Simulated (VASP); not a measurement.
## SnO: single point with PBE

SnO:

```
Sn O
1.0
     3.10341    0.00000    0.00000
     0.00000    3.10341    0.00000
     0.00000    0.00000    3.10341
Sn O
1 1
Cartesian
  0.0000 0.0000 0.0000
  1.5517 1.5517 1.5517
```

```
Program                : VASP 6.6.1
Task                   : single point
Functional             : PBE
Potentials or basis    : VASP PAW PBE potentials, release 64 (Sn_d, O)
Cutoff                 : 520 eV
k mesh                 : 8 × 8 × 8
Occupations            : fermi-dirac, width 0.02 eV
Spin                   : non-collinear spin, zero start, spin-orbit coupling
Starting moments       : [[0.0, 0.0, 0.0], [0.0, 0.0, 0.0]] μB
Dipole correction      : no
Further INCAR settings : ALGO = Normal; EDIFF = 1e-07; NBANDS = 32
```

```
Pressure                                              : 3.1 GPa
Net moment                                            : 0.00 μB per cell
Valence electrons inside the program's atomic spheres : Sn 12.03; O 4.87
```

Moments on the atoms (μB; x, y, z):
```
Sn  0.00 0.00 0.00
O   0.00 0.00 0.00
```

Run time: 100 s on 1 thread of Intel Xeon 8259CL, with other jobs on the host, peak memory 0.22 GiB.

Caveat: the cell stands under pressure.
